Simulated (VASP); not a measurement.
A run of VASP 6.6.1 is set up as follows.

POSCAR

```
CdSe
1.0
    0.0000000000      3.0496645335      3.0496645335
    3.0496645335      0.0000000000      3.0496645335
    3.0496645335      3.0496645335      0.0000000000
Cd Se
1 1
Direct
    0.0000000000      0.0000000000      0.0000000000
    0.7500000000      0.7500000000      0.7500000000
```

The input INCAR.step1:

```
SYSTEM = CdSe
ALGO = Normal
EDIFF = 1E-4
ENCUT = 520
GGA = PE
ISMEAR = 0
LASPH = .TRUE.
LCHARG = .FALSE.
LREAL = .FALSE.
LWAVE = .TRUE.
NBANDS = 16
NELM = 100
PREC = Accurate
SIGMA = 0.01
```

The input INCAR.step2:

```
SYSTEM = CdSe
ALGO = Normal
EDIFF = 1E-6
ENCUT = 520
ISIF = 2
ISMEAR = 0
ISTART = 1
LASPH = .TRUE.
LCHARG = .FALSE.
LMIXTAU = .TRUE.
LREAL = .FALSE.
LWAVE = .FALSE.
METAGGA = R2SCAN
NBANDS = 16
NELM = 100
PREC = Accurate
SIGMA = 0.01
```

Contents of KPOINTS:

```
k-points
0
G
  6 6 6
  0 0 0
```

Potentials or basis: VASP PAW PBE potentials, release 64 (Cd, Se).

Run with:

```console
$ cat potpaw_PBE.64/Cd/POTCAR potpaw_PBE.64/Se/POTCAR > POTCAR
$ cp INCAR.step1 INCAR
$ mpirun -np 1 vasp_std > vasp.out
$ cp INCAR.step2 INCAR
$ mpirun -np 1 vasp_std > vasp.out
```

Q: Estimate the pressure.

A: 1.2 GPa.

Q: What does it give for the band gap on the k mesh?

A: 1.07 eV, direct.

Caveat: the PAW data sets were made with another functional, which shifts forces and pressure a little. r2SCAN opens gaps a little over a GGA but as a rule still falls short of measured ones.
